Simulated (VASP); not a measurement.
# Cd (Im-3m) in VASP: single point with LDA

Aim: the single point of Cd with LDA.

Program: VASP 6.6.1. These are calculated values, not measurements. Logs are shortened: lines on timing, memory, paths and dates and some standing lists are left out, and cuts for length are marked.

### Step 1. The cell of the first run

Symmetry: Im-3m, No. 229, cubic system. The conventional cell has a = 3.569 Å, b = 3.569 Å, c = 3.569 Å, α = 90.00°, β = 90.00°, γ = 90.00°. Cd (site symmetry m-3m) has 14 Cd at 3.09 to 3.57 Å within 4.1 Å.

### Step 2. Single point, LDA

INCAR reads:

```
PREC = Accurate ; ENCUT = 520
EDIFF = 1E-7 ; ISMEAR = -1
SIGMA = 0.1 ; LREAL = False
LASPH = True ; NELM = 60
ALGO = Normal ; ISIF = 2
LWAVE = False ; LCHARG = True
GGA = CA ; LELF = True
LVHAR = True ; NBANDS = 12
```

KPOINTS reads:

```
Automatic mesh
0
Gamma
  10 10 10
```

POSCAR reads:

```
Cd
1.0
   -1.7843220000      1.7843220000      1.7843220000
    1.7843220000     -1.7843220000      1.7843220000
    1.7843220000      1.7843220000     -1.7843220000
Cd
1
Direct
    0.0000000000      0.0000000000      0.0000000000
```

Potentials or basis: VASP PAW LDA potentials, release 64 (Cd).

Run with:

```
cat potpaw_LDA.64/Cd/POTCAR > POTCAR
mpirun -np 1 vasp_std > vasp.out
```

OUTCAR:

```text
PREC = Accurate
   ENCUT = 520
   EDIFF = 1E-7
   ISMEAR = -1
   LREAL = False
   LASPH = True
   NELM = 60
   ISIF = 2
   GGA = CA

 ion  position               nearest neighbor table
   1  0.000  0.000  0.000-

  LATTYP: Found a body centered cubic cell.
 ALAT       =     3.5686440000

  Lattice vectors:

 A1 = (  -1.7843220000,   1.7843220000,   1.7843220000)
 A2 = (   1.7843220000,  -1.7843220000,   1.7843220000)
 A3 = (   1.7843220000,   1.7843220000,  -1.7843220000)

Analysis of symmetry for initial positions (statically):
=====================================================================
 Subroutine PRICEL returns:
 Original cell was already a primitive cell.

 Routine SETGRP: Setting up the symmetry group for a
 body centered cubic supercell.

 Subroutine GETGRP returns: Found 48 space group operations
 (whereof 48 operations were pure point group operations)
 out of a pool of 48 trial point group operations.

The static configuration has the point symmetry O_h .

Analysis of symmetry for dynamics (positions and initial velocities):
=====================================================================
 Subroutine PRICEL returns:
 Original cell was already a primitive cell.

 Routine SETGRP: Setting up the symmetry group for a
 body centered cubic supercell.

 Subroutine GETGRP returns: Found 48 space group operations
 (whereof 48 operations were pure point group operations)
 out of a pool of 48 trial point group operations.

The dynamic configuration has the point symmetry O_h .

 Subroutine INISYM returns: Found 48 space group operations
 (whereof 48 operations are pure point group operations),
 and found     1 'primitive' translations

----------------------------------------------------------------------------------------

                                     Primitive cell

  volume of cell :      22.7237

  direct lattice vectors                    reciprocal lattice vectors
    -1.784322000  1.784322000  1.784322000     0.000000000  0.280218481  0.280218481
     1.784322000 -1.784322000  1.784322000     0.280218481  0.000000000  0.280218481
     1.784322000  1.784322000 -1.784322000     0.280218481  0.280218481  0.000000000

  length of vectors
     3.090536361  3.090536361  3.090536361     0.396288776  0.396288776  0.396288776

  position of ions in fractional coordinates (direct lattice)
     0.000000000  0.000000000  0.000000000

  ion indices of the primitive-cell ions
   primitive index   ion index
                 1           1

----------------------------------------------------------------------------------------

 KPOINTS: Automatic mesh

Automatic generation of k-mesh.
 Grid dimensions read from file:
 generate k-points for:   10   10   10

 Generating k-lattice:

  Cartesian coordinates                     Fractional coordinates (reciprocal lattice)
     0.000000000  0.028021848  0.028021848     0.100000000  0.000000000  0.000000000
     0.028021848  0.000000000  0.028021848     0.000000000  0.100000000  0.000000000
     0.028021848  0.028021848  0.000000000     0.000000000  0.000000000  0.100000000

  Length of vectors
     0.039628878  0.039628878  0.039628878

  Shift w.r.t. Gamma in fractional coordinates (k-lattice)
     0.000000000  0.000000000  0.000000000

 Subroutine IBZKPT returns following result:
 ===========================================

 Found     47 irreducible k-points:

 Following reciprocal coordinates:
            Coordinates               Weight
  0.000000  0.000000  0.000000      1.000000
  0.100000  0.000000  0.000000     12.000000
  0.200000  0.000000  0.000000     12.000000
  0.300000  0.000000  0.000000     12.000000
  0.400000  0.000000  0.000000     12.000000
  0.500000  0.000000  0.000000      6.000000
[... 16 lines left out ...]
  0.300000  0.300000  0.100000      8.000000
 -0.300000  0.300000  0.100000     24.000000
 [... further k-points ...]
   k-points           NKPTS =     47   k-points in BZ     NKDIM =     47   number of bands    NBANDS=     12
   number of dos      NEDOS =    301   number of ions     NIONS =      1
   total plane-waves  NPLWV =  13824
   dimension x,y,z NGX =    24 NGY =   24 NGZ =   24
   dimension x,y,z NGXF=    48 NGYF=   48 NGZF=   48
   ions per type =               1
   NGX,Y,Z   is equivalent  to a cutoff of  12.91, 12.91, 12.91 a.u.
   NGXF,Y,Z  is equivalent  to a cutoff of  25.82, 25.82, 25.82 a.u.
 SYSTEM =  unknown system
   PREC   = accura    normal or accurate (medium, high low for compatibility)
   ISTART =      0    job   : 0-new  1-cont  2-samecut
   ICHARG =      2    charge: 1-file 2-atom 10-const
   ISPIN  =      1    spin polarized calculation?
   LNONCOLLINEAR =      F non collinear calculations
   LSORBIT =      F    spin-orbit coupling
   LASPH  =      T    aspherical Exc in radial PAW
   ENCUT  =  520.0 eV  38.22 Ry    6.18 a.u.   5.75  5.75  5.75*2*pi/ulx,y,z
   NELM   =     60;   NELMIN=  2; NELMDL= -5     # of ELM steps
   EDIFF  = 0.1E-06   stopping-criterion for ELM
   LREAL  =      F    real-space projection
   EDIFFG = 0.1E-05   stopping-criterion for IOM
   NSW    =      0    number of steps for IOM
   IBRION =     -1    ionic relax: 0-MD 1-quasi-New 2-CG
   NFREE  =      0    steps in history (QN), initial steepest desc. (CG)
   ISIF   =      2    stress and relaxation
   ISYM   =      2    0-nonsym 1-usesym 2-fastsym
   POTIM  = 0.5000    time-step for ionic-motion
   TEBEG  =    0.0;   TEEND  =   0.0 temperature during run
   PSTRESS=    0.0 pullay stress
   NELECT =      12.0000    total number of electrons
   NUPDOWN=      -1.0000    fix difference up-down
   EMIN   =  10.00;   EMAX   =-10.00  energy-range for DOS
   EFERMI =   0.00;   METHOD = LEGACY
   ISMEAR =    -1;   SIGMA  =   0.10  broadening in eV -4-tet -1-fermi 0-gaus
   EFERMI_NEDOS =   21; number of points for ismear=-14 and -15
   IALGO  =     38    algorithm
   IMIX   =      4    mixing-type and parameters
     AMIX     =   0.40;   BMIX     =  1.00
     AMIX_MAG =   1.60;   BMIX_MAG =  1.00
  volume/ion in A,a.u.               =      22.72       153.35
  Fermi-wavevector in a.u.,A,eV,Ry     =   1.323250  2.500581 23.823686  1.750992
  Thomas-Fermi vector in A             =   2.452872
   LORBIT       =      0    0 simple, 1 ext, 2 COOP (PROOUT), +10 PAW based schemes
   GGA     = CA    functional components
   LHFCALC =     F    Hartree Fock is set to
   AEXX    =    0.0000 exact exchange contribution
   IVDW    =     0    specifies the selected vdW correction
   LEPSILON=     F    determine dielectric tensor
   LRPA    =     F    only Hartree local field effects (RPA)
 non-spin polarized calculation
  energy-cutoff  :      520.00
  volume of cell :       22.72
 maximum number of plane-waves:       627
   NGX = 11   NGY = 11   NGZ = 11

 number of electron      12.0000006 magnetization

 Free energy of the ion-electron system (eV)
  ---------------------------------------------------
  ext. energy  EPLUGINS =         0.00000000
  ---------------------------------------------------
  free energy    TOTEN  =        -1.41079500 eV

  energy without entropy =       -1.39578056  energy(sigma->0) =       -1.40328778

 E-fermi :   2.4363     XC(G=0): -11.1149

 val. band max:        2.3904926114   @ k =  -0.4000  -0.4000   0.1000
 cond. band min:       2.4553997057   @ k =  -0.4000   0.4000   0.4000
 fundamental gap:      0.0649070943
 Fermi energy:         2.4363097007

 k-point     1 :       0.0000    0.0000    0.0000
  band No.  band energies     occupation
      1      -6.7483      2.00000
      2      -6.7483      2.00000
      3      -6.7483      2.00000
      4      -6.2245      2.00000
      5      -6.1353      2.00000
      6      -6.1353      2.00000
      7      17.7720      0.00000
      8      17.7720      0.00000
      9      17.7720      0.00000
     10      18.0211      0.00000
     11      18.0211      0.00000
     12      18.0211      0.00000

 k-point     2 :       0.1000    0.0000    0.0000
  band No.  band energies     occupation
      1      -6.7782      2.00000
      2      -6.7452      2.00000
      3      -6.6596      2.00000
      4      -6.1724      2.00000
      5      -6.1342      2.00000
      6      -5.9450      2.00000
      7      14.9952      0.00000
      8      16.6058      0.00000
      9      16.6978      0.00000
     10      17.3982      0.00000
     11      17.5177      0.00000
     12      18.1817      0.00000

 k-point     3 :       0.2000    0.0000    0.0000
  band No.  band energies     occupation
      1      -6.8556      2.00000
      2      -6.8015      2.00000
      3      -6.4194      2.00000
      4      -6.2219      2.00000
      5      -6.1300      2.00000
      6      -5.0863      2.00000
      7      11.0193      0.00000
      8      14.6803      0.00000
      9      14.8237      0.00000
     10      16.7585      0.00000
     11      16.9505      0.00000
     12      19.1294      0.00000
[... 286 lines left out ...]
 k-point    23 :       0.3000    0.3000    0.1000
  band No.  band energies     occupation
      1      -6.9854      2.00000
      2      -6.5465      2.00000
      3      -6.5465      2.00000
      4      -6.1061      2.00000
      5      -6.1061      2.00000
      6       2.7696      0.06893
      7       3.5562      0.00003
      8       3.5562      0.00003
      9       8.5054      0.00000
     10      22.1315      0.00000
     11      22.1315      0.00000
     12      24.8186      0.00000

 k-point    24 :      -0.3000    0.3000    0.1000
  band No.  band energies     occupation
      1      -6.8605      2.00000
      2      -6.8550      2.00000
      3      -6.3293      2.00000
      4      -6.1866      2.00000
      5      -6.1196      2.00000
      6      -3.3564      2.00000
      7       7.4861      0.00000
      8      11.7827      0.00000
      9      12.6449      0.00000
     10      16.7276      0.00000
     11      17.7136      0.00000
     12      18.6487      0.00000

 [... further k-points ...]

------------------------ aborting loop because EDIFF is reached ----------------------------------------

  FORCE on cell =-STRESS in cart. coord.  units (eV):
  Direction    XX          YY          ZZ          XY          YZ          ZX
  --------------------------------------------------------------------------------------
  -------------------------------------------------------------------------------------
  Total       -0.6836103     -0.6836103     -0.6836103      0.0000000     -0.0000000      0.0000000
  in kB      -48.1991642    -48.1991642    -48.1991642      0.0000000     -0.0000000      0.0000000
  external PRESSURE =     -48.1991642 kB  Pullay stress =       0.0000000 kB

 VOLUME and BASIS-vectors are now :
 -----------------------------------------------------------------------------
  energy-cutoff  :      520.00
  volume of cell :       22.72
      direct lattice vectors                 reciprocal lattice vectors
    -1.784322000  1.784322000  1.784322000     0.000000000  0.280218481  0.280218481
     1.784322000 -1.784322000  1.784322000     0.280218481  0.000000000  0.280218481
     1.784322000  1.784322000 -1.784322000     0.280218481  0.280218481  0.000000000

 POSITION                                       TOTAL-FORCE (eV/Angst)
 -----------------------------------------------------------------------------------
      0.00000      0.00000      0.00000         0.000000     -0.000000     -0.000000
 -----------------------------------------------------------------------------------
    total drift:                                0.000000      0.000000     -0.000000

  FREE ENERGIE OF THE ION-ELECTRON SYSTEM (eV)
  ---------------------------------------------------
  free  energy   TOTEN  =        -1.4107950006 eV

  energy  without entropy=       -1.3957805633  energy(sigma->0) =       -1.40328778
```

It took 9.7 s on 1 thread of Intel Xeon Platinum 8259CL at 2.50GHz (Skylake/Cascade Lake), shared host; peak memory 0.13 GiB.

What came out:

```
Free energy            : -1.4108 eV
Pressure               : -4.8 GPa
Band gap on the k mesh : zero (band 6 reaches 5.70 eV, above the bottom of band 7 at 1.33 eV)
```
